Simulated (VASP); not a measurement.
# TiO2 (I4_1/amd) in VASP: a series of runs, part 2 of 3

VASP 6.6.1.

## Step 3: Single point, PBE (11.32 Å³/atom)

This run uses another cell than the first one, of 11.32 Å³/atom.

The input, INCAR:

```
ALGO = Normal ; EDIFF = 1E-6
ENCUT = 520 ; GGA = PE
ISIF = 2 ; ISMEAR = 0
LASPH = True ; LCHARG = False
LREAL = False ; LWAVE = False
NBANDS = 33 ; NELM = 80
PREC = Accurate ; SIGMA = 0.01
```

The input, KPOINTS:

```
k-points
0
Gamma
  8 8 8
```

The input, POSCAR:

```
TiO2
1.0
   -1.8801602979      1.8801602979      4.8019833497
    1.8801602979     -1.8801602979      4.8019833497
    1.8801602979      1.8801602979     -4.8019833497
Ti O
2 4
Direct
    0.7500000000      0.2500000000      0.5000000000
    0.0000000000      0.0000000000      0.0000000000
    0.5435651708      0.0435651708      0.5000000000
    0.7935651708      0.7935651708      0.0000000000
    0.2064348292      0.2064348292      0.0000000000
    0.9564348292      0.4564348292      0.5000000000
```

Potentials or basis: VASP PAW PBE potentials, release 64 (Ti_sv, O).

The run is started by

```
$ cat potpaw_PBE.64/Ti_sv/POTCAR potpaw_PBE.64/O/POTCAR > POTCAR
$ mpirun -np 1 vasp_std > vasp.out
```

OUTCAR:

```text
EDIFF = 1E-6
   ENCUT = 520
   GGA = PE
   ISIF = 2
   ISMEAR = 0
   LASPH = True
   LREAL = False
   NELM = 80
   PREC = Accurate

 ion  position               nearest neighbor table
   1  0.750  0.250  0.500-   4 1.93   5 1.93   4 1.93   5 1.93   3 1.98   6 1.98
   2  0.000  0.000  0.000-   3 1.93   6 1.93   3 1.93   6 1.93   5 1.98   4 1.98
   3  0.544  0.044  0.500-   2 1.93   2 1.93   1 1.98
   4  0.794  0.794  0.000-   1 1.93   1 1.93   2 1.98
   5  0.206  0.206  0.000-   1 1.93   1 1.93   2 1.98
   6  0.956  0.456  0.500-   2 1.93   2 1.93   1 1.98

  LATTYP: Found a body centered tetragonal cell.
 ALAT       =     3.7603205958
 C/A-ratio  =     2.5540286938

  Lattice vectors:

 A1 = (  -1.8801602979,   1.8801602979,   4.8019833497)
 A2 = (   1.8801602979,  -1.8801602979,   4.8019833497)
 A3 = (   1.8801602979,   1.8801602979,  -4.8019833497)

Analysis of symmetry for initial positions (statically):
=====================================================================
 Subroutine PRICEL returns:
 Original cell was already a primitive cell.

 Routine SETGRP: Setting up the symmetry group for a
 body centered tetragonal supercell.

 Subroutine GETGRP returns: Found 16 space group operations
 (whereof  8 operations were pure point group operations)
 out of a pool of 16 trial point group operations.

The static configuration has the point symmetry D_2d.
 The point group associated with its full space group is D_4h.

Analysis of symmetry for dynamics (positions and initial velocities):
=====================================================================
 Subroutine PRICEL returns:
 Original cell was already a primitive cell.

 Routine SETGRP: Setting up the symmetry group for a
 body centered tetragonal supercell.

 Subroutine GETGRP returns: Found 16 space group operations
 (whereof  8 operations were pure point group operations)
 out of a pool of 16 trial point group operations.

The dynamic configuration has the point symmetry D_2d.
 The point group associated with its full space group is D_4h.

 Subroutine INISYM returns: Found 16 space group operations
 (whereof  8 operations are pure point group operations),
 and found     1 'primitive' translations

----------------------------------------------------------------------------------------

                                     Primitive cell

  volume of cell :      67.9001

  direct lattice vectors                    reciprocal lattice vectors
    -1.880160298  1.880160298  4.801983350     0.000000000  0.265934772  0.104123643
     1.880160298 -1.880160298  4.801983350     0.265934772  0.000000000  0.104123643
     1.880160298  1.880160298 -4.801983350     0.265934772  0.265934772  0.000000000

  length of vectors
     5.488993494  5.488993494  5.488993494     0.285592430  0.285592430  0.376088561

  position of ions in fractional coordinates (direct lattice)
     0.750000000  0.250000000  0.500000000
     0.000000000  0.000000000  0.000000000
     0.543565171  0.043565171  0.500000000
     0.793565171  0.793565171  0.000000000
     0.206434829  0.206434829  0.000000000
     0.956434829  0.456434829  0.500000000

[... 35 lines left out ...]
 Following reciprocal coordinates:
            Coordinates               Weight
  0.000000  0.000000  0.000000      1.000000
  0.125000  0.000000  0.000000      8.000000
  0.250000  0.000000  0.000000      8.000000
  0.375000  0.000000  0.000000      8.000000
  0.500000  0.000000  0.000000      4.000000
  0.125000  0.125000  0.000000      8.000000
[... 16 lines left out ...]
  0.250000  0.125000  0.125000     16.000000
  0.375000  0.125000  0.125000      8.000000
 [... further k-points ...]
   k-points           NKPTS =     59   k-points in BZ     NKDIM =     59   number of bands    NBANDS=     33
   number of dos      NEDOS =    301   number of ions     NIONS =      6
   total plane-waves  NPLWV =  74088
   dimension x,y,z NGX =    42 NGY =   42 NGZ =   42
   dimension x,y,z NGXF=    84 NGYF=   84 NGZF=   84
   ions per type =               2   4
   NGX,Y,Z   is equivalent  to a cutoff of  12.72, 12.72, 12.72 a.u.
   NGXF,Y,Z  is equivalent  to a cutoff of  25.44, 25.44, 25.44 a.u.
 SYSTEM =  unknown system
   PREC   = accura    normal or accurate (medium, high low for compatibility)
   ISTART =      0    job   : 0-new  1-cont  2-samecut
   ICHARG =      2    charge: 1-file 2-atom 10-const
   ISPIN  =      1    spin polarized calculation?
   LNONCOLLINEAR =      F non collinear calculations
   LSORBIT =      F    spin-orbit coupling
   LASPH  =      T    aspherical Exc in radial PAW
   ENCUT  =  520.0 eV  38.22 Ry    6.18 a.u.  10.21 10.21 10.21*2*pi/ulx,y,z
   NELM   =     80;   NELMIN=  2; NELMDL= -5     # of ELM steps
   EDIFF  = 0.1E-05   stopping-criterion for ELM
   LREAL  =      F    real-space projection
   EDIFFG = 0.1E-04   stopping-criterion for IOM
   NSW    =      0    number of steps for IOM
   IBRION =     -1    ionic relax: 0-MD 1-quasi-New 2-CG
   NFREE  =      0    steps in history (QN), initial steepest desc. (CG)
   ISIF   =      2    stress and relaxation
   ISYM   =      2    0-nonsym 1-usesym 2-fastsym
   POTIM  = 0.5000    time-step for ionic-motion
   TEBEG  =    0.0;   TEEND  =   0.0 temperature during run
   PSTRESS=    0.0 pullay stress
   NELECT =      48.0000    total number of electrons
   NUPDOWN=      -1.0000    fix difference up-down
   EMIN   =  10.00;   EMAX   =-10.00  energy-range for DOS
   EFERMI =   0.00;   METHOD = LEGACY
   ISMEAR =     0;   SIGMA  =   0.01  broadening in eV -4-tet -1-fermi 0-gaus
   EFERMI_NEDOS =   21; number of points for ismear=-14 and -15
   IALGO  =     38    algorithm
   IMIX   =      4    mixing-type and parameters
     AMIX     =   0.40;   BMIX     =  1.00
     AMIX_MAG =   1.60;   BMIX_MAG =  1.00
  volume/ion in A,a.u.               =      11.32        76.37
  Fermi-wavevector in a.u.,A,eV,Ry     =   1.458361  2.755903 28.937109  2.126817
  Thomas-Fermi vector in A             =   2.575055
   LORBIT       =      0    0 simple, 1 ext, 2 COOP (PROOUT), +10 PAW based schemes
   GGA     = PE    functional components
   LHFCALC =     F    Hartree Fock is set to
   AEXX    =    0.0000 exact exchange contribution
   IVDW    =     0    specifies the selected vdW correction
   LEPSILON=     F    determine dielectric tensor
   LRPA    =     F    only Hartree local field effects (RPA)
 non-spin polarized calculation
 Gauss-broadening in eV      SIGMA  =   0.01
  energy-cutoff  :      520.00
  volume of cell :       67.90
 maximum number of plane-waves:      1842
 NGX is ok and might be reduce to    42
   NGX = 21   NGY = 21   NGZ = 21

 number of electron      48.0000000 magnetization

 Free energy of the ion-electron system (eV)
  ---------------------------------------------------
  ext. energy  EPLUGINS =         0.00000000
  ---------------------------------------------------
  free energy    TOTEN  =       -53.81003681 eV

  energy without entropy =      -53.81003681  energy(sigma->0) =      -53.81003681

 E-fermi :   3.4526     XC(G=0): -10.7466

 val. band max:        3.3852804403   @ k =  -0.3750   0.3750   0.0000
 cond. band min:       5.5957703989   @ k =   0.0000   0.0000   0.0000
 fundamental gap:      2.2104899586
 Fermi energy:         3.4526434206

 k-point     1 :       0.0000    0.0000    0.0000
  band No.  band energies     occupation
      1     -52.9190      2.00000
      2     -52.8600      2.00000
      3     -29.3919      2.00000
      4     -29.1475      2.00000
      5     -29.1475      2.00000
      6     -29.0784      2.00000
[... 853 lines left out ...]
     32      10.1070      0.00000
     33      10.6941      0.00000

 [... further k-points ...]

------------------------ aborting loop because EDIFF is reached ----------------------------------------

  FORCE on cell =-STRESS in cart. coord.  units (eV):
  Direction    XX          YY          ZZ          XY          YZ          ZX
  --------------------------------------------------------------------------------------
  -------------------------------------------------------------------------------------
  Total        3.0929377      3.0929377      3.2514594      0.0000000     -0.0000000      0.0000000
  in kB       72.9812611     72.9812611     76.7217528      0.0000000     -0.0000000      0.0000000
  external PRESSURE =      74.2280917 kB  Pullay stress =       0.0000000 kB

 VOLUME and BASIS-vectors are now :
 -----------------------------------------------------------------------------
  energy-cutoff  :      520.00
  volume of cell :       67.90
      direct lattice vectors                 reciprocal lattice vectors
    -1.880160298  1.880160298  4.801983350     0.000000000  0.265934772  0.104123643
     1.880160298 -1.880160298  4.801983350     0.265934772  0.000000000  0.104123643
     1.880160298  1.880160298 -4.801983350     0.265934772  0.265934772  0.000000000

 POSITION                                       TOTAL-FORCE (eV/Angst)
 -----------------------------------------------------------------------------------
     -0.00000      1.88016      2.40099        -0.000000     -0.000000     -0.000000
      0.00000      0.00000      0.00000        -0.000000     -0.000000     -0.000000
      0.00000      1.88016      0.41840         0.000000      0.000000     -0.187221
      0.00000      0.00000      7.62137        -0.000000     -0.000000     -0.187221
      0.00000      0.00000      1.98259         0.000000      0.000000      0.187221
      0.00000      1.88016      4.38358        -0.000000     -0.000000      0.187221
 -----------------------------------------------------------------------------------
    total drift:                               -0.000000      0.000000      0.000000

  FREE ENERGIE OF THE ION-ELECTRON SYSTEM (eV)
  ---------------------------------------------------
  free  energy   TOTEN  =       -53.8100368140 eV

  energy  without entropy=      -53.8100368140  energy(sigma->0) =      -53.81003681
```

OSZICAR:

```text
N       E                     dE             d eps       ncg     rms          rms(c)
DAV:   1     0.662828552034E+03    0.66283E+03   -0.24304E+04  3894   0.169E+03
DAV:   2     0.300690710863E+02   -0.63276E+03   -0.58632E+03  4242   0.506E+02
DAV:   3    -0.660134251429E+02   -0.96082E+02   -0.94436E+02  5245   0.191E+02
DAV:   4    -0.708088348905E+02   -0.47954E+01   -0.47853E+01  5868   0.413E+01
DAV:   5    -0.709921927647E+02   -0.18336E+00   -0.18333E+00  4962   0.623E+00    0.325E+01
DAV:   6    -0.538745853684E+02    0.17118E+02   -0.78230E+01  5422   0.892E+01    0.108E+01
DAV:   7    -0.540083436550E+02   -0.13376E+00   -0.14571E+01  5074   0.321E+01    0.961E+00
DAV:   8    -0.538544937199E+02    0.15385E+00   -0.50421E-01  5200   0.636E+00    0.658E+00
DAV:   9    -0.538566098294E+02   -0.21161E-02   -0.73443E-01  5438   0.960E+00    0.214E+00
DAV:  10    -0.538194650219E+02    0.37145E-01   -0.29796E-01  5324   0.551E+00    0.894E-01
DAV:  11    -0.538107112398E+02    0.87538E-02   -0.38336E-02  5327   0.130E+00    0.429E-01
DAV:  12    -0.538103200096E+02    0.39123E-03   -0.50423E-03  4885   0.870E-01    0.136E-01
DAV:  13    -0.538100454316E+02    0.27458E-03   -0.99150E-04  5440   0.354E-01    0.274E-02
DAV:  14    -0.538100362722E+02    0.91594E-05   -0.10846E-04  5365   0.846E-02    0.127E-02
DAV:  15    -0.538100365229E+02   -0.25070E-06   -0.11113E-05  5148   0.328E-02    0.611E-03
DAV:  16    -0.538100368140E+02   -0.29116E-06   -0.25299E-06  4025   0.111E-02
   1 F= -.53810037E+02 E0= -.53810037E+02  d E =-.864820E-24
```

stdout:

```text
POSCAR found type information on POSCAR TiO
 POSCAR found :  2 types and       6 ions
 scaLAPACK will be used
 LDA part: xc-table for (Slater+PW92), standard interpolation
 POSCAR, INCAR and KPOINTS ok, starting setup
 FFT: planning ... GRIDC
 FFT: planning ... GRID_SOFT
 FFT: planning ... GRID
 WAVECAR not read
 entering main loop
```

Wall time 2 min (1 thread of Intel Xeon 6975P-C (Granite Rapids), shared host); peak memory 0.31 GiB.

Results:

```yaml
Free_energy: -53.8100 eV
Pressure: 7.4 GPa
Largest_force: 0.187 eV/Å
Band_gap_on_the_k_mesh: 2.21 eV (least direct gap 2.49 eV)
```

Forces in eV/Å, atoms in the order of the input:
```
Ti   0.000  0.000  0.000
Ti   0.000  0.000  0.000
O    0.000  0.000 -0.187
O    0.000  0.000 -0.187
O    0.000  0.000  0.187
O    0.000  0.000  0.187
```

Caveat: the cell stands under pressure. A k mesh can miss the band edges.

## Step 4: Single point, PBE

This run uses another cell than the first one, of 11.67 Å³/atom.

The input, INCAR:

```
SYSTEM = TiO2
PREC = Accurate
ENCUT = 520
EDIFF = 1E-7
ISMEAR = 0
SIGMA = 0.01
LREAL = .False.
LASPH = .True.
NELM = 60
ALGO = Normal
ISIF = 2
LWAVE = .False.
LCHARG = .False.
GGA = PE
NBANDS = 33
```

The input, KPOINTS:

```
Automatic mesh
0
Gamma
  8 8 8
  0 0 0
```

Edit POSCAR of step 3 so:

```diff
@@ -2,5 +2,5 @@
 1.0
-   -1.8801602979      1.8801602979      4.8019833497
-    1.8801602979     -1.8801602979      4.8019833497
-    1.8801602979      1.8801602979     -4.8019833497
+   -1.8993469322      1.8993469322      4.8509865643
+    1.8993469322     -1.8993469322      4.8509865643
+    1.8993469322      1.8993469322     -4.8509865643
 Ti O
```

The run is started by

```
$ cat potpaw_PBE.64/Ti_sv/POTCAR potpaw_PBE.64/O/POTCAR > POTCAR
$ mpirun -np 1 vasp_std > vasp.out
```

Run time: 2.3 min. Hardware: 1 thread of Intel Xeon 6975P-C (Granite Rapids), shared host; peak memory 0.31 GiB.

The run converged. Its results:

```yaml
Free_energy: -53.8648 eV
Pressure: 0.7 GPa
Largest_force: 0.019 eV/Å
Band_gap_on_the_k_mesh: 2.14 eV (least direct gap 2.41 eV)
```

Forces in eV/Å, atoms in the order of the input:
```
Ti   0.000  0.000  0.000
Ti   0.000  0.000  0.000
O    0.000  0.000 -0.019
O    0.000  0.000 -0.019
O    0.000  0.000  0.019
O    0.000  0.000  0.019
```

Levels at points of the mesh, in eV from the valence-band top:
```csv
k point,band 20,band 21,band 22,band 23,band 24,band 25,band 26,band 27,band 28,band 29
"(0.00, 0.00, 0.00)",-0.77,-0.77,-0.76,-0.39,-0.39,2.14,2.80,3.99,3.99,4.00
"(0.50, 0.00, 0.00)",-1.87,-1.85,-0.85,-0.82,-0.61,3.21,3.48,3.54,3.55,4.22
"(0.50, 0.50, 0.00)",-2.54,-1.95,-1.95,-0.02,-0.02,3.24,3.24,3.71,3.71,4.80
"(0.50, 0.50, 0.50)",-1.30,-1.21,-1.21,-0.07,-0.07,2.46,2.46,3.72,3.72,4.28
```

## Step 5: Single point, PBE (12.02 Å³/atom)

This run uses another cell than the first one, of 12.02 Å³/atom.

The input, INCAR:

```
ALGO = Normal ; EDIFF = 1E-6
ENCUT = 520 ; GGA = PE
ISIF = 2 ; ISMEAR = 0
LASPH = T ; LCHARG = F
LREAL = F ; LWAVE = F
NBANDS = 33 ; NELM = 80
PREC = Accurate ; SIGMA = 0.01
```

The input, KPOINTS:

```
k-points
0
Gamma
  8 8 8
```

Edit POSCAR of step 4 so:

```diff
@@ -2,5 +2,5 @@
 1.0
-   -1.8993469322      1.8993469322      4.8509865643
-    1.8993469322     -1.8993469322      4.8509865643
-    1.8993469322      1.8993469322     -4.8509865643
+   -1.9181535705      1.9181535705      4.8990192581
+    1.9181535705     -1.9181535705      4.8990192581
+    1.9181535705      1.9181535705     -4.8990192581
 Ti O
```

The run is started by

```
$ cat potpaw_PBE.64/Ti_sv/POTCAR potpaw_PBE.64/O/POTCAR > POTCAR
$ mpirun -np 1 vasp_std > vasp.out
```

It took 2.1 min on 1 thread of Intel Xeon 6975P-C (Granite Rapids), shared host; peak memory 0.31 GiB.

It converged, with:

* Free energy: -53.8377 eV
* Pressure: -5.1 GPa
* Largest force: 0.132 eV/Å
* Band gap on the k mesh: 2.06 eV (least direct gap 2.34 eV)

Forces on the atoms (eV/Å):
```
Ti   0.000  0.000  0.000
Ti   0.000  0.000  0.000
O    0.000  0.000  0.132
O    0.000  0.000  0.132
O    0.000  0.000 -0.132
O    0.000  0.000 -0.132
```

Stress tensor (GPa, compression positive):
```
-5.03  0.00  0.00
 0.00 -5.03  0.00
 0.00  0.00 -5.26
```

Levels at points of the mesh, in eV from the valence-band top:
```
           k point  band 21  band 22  band 23  band 24  band 25  band 26  band 27  band 28
(0.00, 0.00, 0.00)    -0.79    -0.76    -0.37    -0.37     2.06     2.69     3.82     3.82
(0.50, 0.00, 0.00)    -1.79    -0.86    -0.81    -0.61     3.08     3.34     3.39     3.40
(0.50, 0.50, 0.00)    -1.90    -1.90    -0.02    -0.02     3.10     3.10     3.55     3.55
(0.50, 0.50, 0.50)    -1.21    -1.21    -0.08    -0.08     2.37     2.37     3.56     3.56
```

Caveat: the cell stands under tension. A k mesh can miss the band edges.

## Step 6: Single point, PBE (12.37 Å³/atom)

This run uses another cell than the first one, of 12.37 Å³/atom.

The input, INCAR:

```
SYSTEM = TiO2
ALGO     = Normal         ! electronic algorithm
EDIFF    = 1E-7           ! SCF threshold, eV
ENCUT    = 520            ! plane-wave cutoff, eV
GGA      = PE             ! functional
ISIF     = 2              ! what is computed and relaxed
ISMEAR   = 0              ! smearing method
LASPH    = .TRUE.         ! aspherical terms in the spheres
LCHARG   = .FALSE.        ! write CHGCAR
LREAL    = .FALSE.        ! projectors in reciprocal space
LWAVE    = .FALSE.        ! write WAVECAR
NBANDS   = 33             ! bands
NELM     = 80             ! most SCF steps
PREC     = Accurate       ! precision mode
SIGMA    = 0.01           ! smearing width, eV
```

The input, KPOINTS:

```
k-points
0
G
  8 8 8
  0 0 0
```

Edit POSCAR of step 5 so:

```diff
@@ -2,5 +2,5 @@
 1.0
-   -1.9181535705      1.9181535705      4.8990192581
-    1.9181535705     -1.9181535705      4.8990192581
-    1.9181535705      1.9181535705     -4.8990192581
+   -1.9365984863      1.9365984863      4.9461281024
+    1.9365984863     -1.9365984863      4.9461281024
+    1.9365984863      1.9365984863     -4.9461281024
 Ti O
```

Potentials or basis: VASP PAW PBE potentials, release 64 (Ti_sv, O).

The run is started by

```
$ cat potpaw_PBE.64/Ti_sv/POTCAR potpaw_PBE.64/O/POTCAR > POTCAR
$ mpirun -np 1 vasp_std > vasp.out
```

Run time: 2 min. Hardware: 1 thread of Intel Xeon 6975P-C (Granite Rapids), shared host; peak memory 0.31 GiB.

Results (log left out):

| Property | Result |
| --- | --- |
| Free energy | -53.7407 eV |
| Pressure | -10.0 GPa |
| Largest force | 0.267 eV/Å |
| Band gap on the k mesh | 1.99 eV (least direct gap 2.26 eV) |

Forces on the atoms (eV/Å):
```
Ti   0.000  0.000  0.000
Ti   0.000  0.000  0.000
O    0.000  0.000  0.267
O    0.000  0.000  0.267
O    0.000  0.000 -0.267
O    0.000  0.000 -0.267
```

Stress tensor (GPa, compression positive):
```
 -9.86   0.00   0.00
  0.00  -9.86   0.00
  0.00   0.00 -10.32
```

Levels at points of the mesh, in eV from the valence-band top:
```csv
k point,band 21,band 22,band 23,band 24,band 25,band 26,band 27,band 28
"(0.00, 0.00, 0.00)",-0.81,-0.76,-0.35,-0.35,1.99,2.58,3.66,3.66
"(0.50, 0.00, 0.00)",-1.72,-0.89,-0.77,-0.61,2.96,3.20,3.25,3.25
"(0.50, 0.50, 0.00)",-1.85,-1.85,-0.02,-0.02,2.97,2.97,3.40,3.40
"(0.50, 0.50, 0.50)",-1.21,-1.21,-0.09,-0.09,2.28,2.28,3.41,3.41
```

Caveat: the cell stands under tension. A k mesh can miss the band edges.

[end of part 2 of 3]
